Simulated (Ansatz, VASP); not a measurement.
AgCl in VASP and in Ansatz

```
Ag Cl
1.0
     0.00000    2.77317    2.77317
     2.77317    0.00000    2.77317
     2.77317    2.77317    0.00000
Ag Cl
1 1
Direct
  0.00000 0.00000 0.00000
  0.50000 0.50000 0.50000
```

Alike in both runs: task single point; functional PBEsol; k mesh 6 × 6 × 6; occupations gaussian, width 0.05 eV; no spin polarisation.

```csv
,VASP,Ansatz
version,VASP 6.6.1,Ansatz 0.2.0
potentials or method,"VASP PAW PBE potentials, release 64 (Ag, Cl)",plane waves
plane-wave cutoff (eV),500,420
valence electrons in the cell,18,26
```

Ansatz gave:

```
gap on the k mesh at the Fermi level (eV) : 0.73
pressure (GPa)                            : -2.6
```

Which values does VASP return?

gap on the k mesh at the Fermi level (eV): 0.73; pressure (GPa): -2.7.

VASP's potentials were made for PBE, not for PBEsol. VASP's potentials hold 18 valence electrons a cell and Ansatz's 26, so a difference there can come from the potentials and not from the codes.
